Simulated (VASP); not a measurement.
A run of VASP 6.6.1 is set up as follows.

File POSCAR:

```
CdS
1.0
    3.8410415908      0.0000000000      0.0000000000
   -1.9205207954      3.3264395946      0.0000000000
    0.0000000000      0.0000000000      6.4452705618
Cd S
2 2
Direct
    0.0000000000      0.0000000000      0.0000000000
    0.0000000000      0.0000000000      0.5000000000
    0.3333333333      0.6666666667      0.2500000000
    0.6666666667      0.3333333333      0.7500000000
```

The input INCAR.step1:

```
SYSTEM = CdS
PREC = Accurate
ENCUT = 520
ISMEAR = 0
SIGMA = 0.01
LREAL = .False.
LASPH = .True.
NELM = 80
NBANDS = 26
GGA = PE
ALGO = Normal
EDIFF = 1E-4
LWAVE = .True.
LCHARG = .False.
```

File INCAR.step2:

```
SYSTEM = CdS
PREC = Accurate
ENCUT = 520
EDIFF = 1E-6
ISMEAR = 0
SIGMA = 0.01
LREAL = .False.
LASPH = .True.
NELM = 80
ALGO = Normal
ISIF = 2
LWAVE = .False.
LCHARG = .False.
METAGGA = R2SCAN
LMIXTAU = .True.
NBANDS = 26
ISTART = 1
```

KPOINTS

```
regular mesh
0
Gamma
  12 12 4
  0 0 0
```

Potentials or basis: VASP PAW PBE potentials, release 64 (Cd, S).

The run is started by

```sh
$ cat potpaw_PBE.64/Cd/POTCAR potpaw_PBE.64/S/POTCAR > POTCAR
$ cp INCAR.step1 INCAR
$ mpirun -np 1 vasp_std > vasp.out
$ cp INCAR.step2 INCAR
$ mpirun -np 1 vasp_std > vasp.out
```

(1) Estimate the band gap on the k mesh.

(2) Predict the pressure.

Answers

(1) 1.24 eV.

(2) 0.5 GPa.

Caveat: the PAW data sets were made with another functional, which shifts forces and pressure a little.
